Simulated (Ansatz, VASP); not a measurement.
## Al: VASP beside Ansatz

File POSCAR:

```
Al
1.0
   -1.6661151615      1.5226219897      1.5943685756
    1.6661151615     -1.5226219897      1.5943685756
    1.6661151615      1.5226219897     -1.5943685756
Al
1
Direct
    0.0000000000      0.0000000000      0.0000000000
```

The input INCAR.step1:

```
ALGO = Normal
EDIFF = 1E-4
ENCUT = 520
GGA = PE
ISMEAR = 0
LASPH = True
LCHARG = False
LREAL = False
LWAVE = True
NBANDS = 8
NELM = 80
PREC = Accurate
SIGMA = 0.15
```

The input INCAR.step2:

```
ALGO = Normal
EDIFF = 1E-6
ENCUT = 520
ISIF = 2
ISMEAR = 0
ISTART = 1
LASPH = True
LCHARG = False
LMIXTAU = True
LREAL = False
LWAVE = False
METAGGA = R2SCAN
NBANDS = 8
NELM = 80
PREC = Accurate
SIGMA = 0.15
```

KPOINTS

```
k-points
0
Gamma
  26 26 26
```

Input for Ansatz:

```yaml
crystal:
  lattice:
    - [-1.6661151615, 1.5226219897, 1.5943685756]
    - [1.6661151615, -1.5226219897, 1.5943685756]
    - [1.6661151615, 1.5226219897, -1.5943685756]
  atoms:
    - { symbol: Al, position: [0.0, 0.0, 0.0] }
basis:
  ecutwfc: 500
kpoints:
  mp_grid: { grid: [26, 26, 26] }
hamiltonian:
  xc: r2scan
scf:
  occupations: { method: gaussian, width: 0.15 }
output:
  forces: true
  stress: true
  eigenvalues: true
```

Change from the starting cell: strain +0.0450 x Voigt [1, -1, 0, 0, 0, 0], atoms carried along.

Alike in both runs: task single point; functional r2SCAN; k mesh 26 × 26 × 26; occupations gaussian, width 0.15 eV; no spin polarisation.

|  | VASP | Ansatz |
| --- | --- | --- |
| version | VASP 6.6.1 | Ansatz 0.2.0 |
| potentials or method | VASP PAW PBE potentials, release 64 (Al), cutoff 520 eV | scalar-relativistic, plane waves, PAW |
| valence electrons in the cell | 3 | 3 |

```tsv
	VASP	Ansatz	Ansatz less VASP
gap on the k mesh at the Fermi level (eV)	none	none	-
pressure (GPa)	-0.2	0.1	+0.31
traceless stress, the component that is largest in VASP (GPa)	1.90	1.90	-0.003
```

VASP's potentials were made for PBE, not for r2SCAN. A gap of «none» marks a metal or a gap that the smearing closes. With one functional, cell and mesh, what is left measures potentials, basis and numerics.
